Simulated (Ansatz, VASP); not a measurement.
**CaS: VASP beside Ansatz**

INCAR

```
PREC     = Accurate       # precision mode
ENCUT    = 500            # plane-wave cutoff, eV
EDIFF    = 1E-6           # SCF threshold, eV
ISMEAR   = 0              # smearing method
SIGMA    = 0.01           # smearing width, eV
LREAL    = False          # projectors in reciprocal space
LASPH    = True           # aspherical terms in the spheres
NELM     = 120            # most SCF steps
ALGO     = Normal         # electronic algorithm
ISIF     = 2              # what is computed and relaxed
LWAVE    = False          # write WAVECAR
LCHARG   = False          # write CHGCAR
GGA      = PS             # functional
NBANDS   = 15             # bands
GGA_COMPAT= False
```

Contents of KPOINTS:

```
regular mesh
0
Gamma
  8 8 8
```

The input POSCAR:

```
CaS
1.0
    2.7881201342      2.7881201342      0.0000000000
   -2.7881201342      2.7881201342      0.0000000000
    0.0000000000      2.7881201342      2.7881201342
Ca S
1 1
Direct
    0.0000000000      0.0000000000      0.0000000000
    0.5000000000      0.5000000000      0.0000000000
```

Input for Ansatz:

```yaml
crystal:
  lattice:
    - [2.78812013422, 2.78812013422, 0.0]
    - [-2.78812013422, 2.78812013422, 0.0]
    - [0.0, 2.78812013422, 2.78812013422]
  atoms:
    - { symbol: Ca, position: [0.0, 0.0, 0.0] }
    - { symbol: S, position: [0.5, 0.5, 0.0] }
kpoints:
  mp_grid: { grid: [8, 8, 8] }
scf:
  occupations: { method: fixed }
  convergence: { dr2_threshold: 1.0e-10 }
hamiltonian:
  xc: pbesol
  pseudopotentials: { kind: all_electron, lapw: { basis_error: 0.0005 } }
output:
  forces: true
  stress: true
  eigenstates:
    kpoints:
      - [0.0, 0.0, 0.0]
      - [-0.5, 0.5, 0.0]
      - [-0.5, -0.5, -0.5]
      - [0.0, 0.0, -0.5]
      - [0.0, -0.5, -0.5]
      - [0.0, 0.5, 0.0]
      - [-0.5, 0.0, 0.0]
      - [-0.5, 0.0, -0.5]
  eigenvalues: true
```

Alike in both runs: task single point; functional PBEsol; k mesh 8 × 8 × 8; no spin polarisation.

|  | VASP | Ansatz |
| --- | --- | --- |
| version | VASP 6.6.1 | Ansatz 0.2.0 |
| potentials or method | VASP PAW PBE potentials, release 64 (Ca_sv, S), cutoff 500 eV | all-electron LAPW, scalar-relativistic |
| occupations | gaussian, width 0.01 eV | fixed |

```tsv
	VASP	Ansatz	Ansatz less VASP
gap on the k mesh at the Fermi level (eV)	2.07	2.08	+0.007
pressure (GPa)	2.2	2.0	-0.22
```

VASP's potentials were made for PBE, not for PBEsol. Ansatz ran all-electron here, and VASP with PAW potentials.
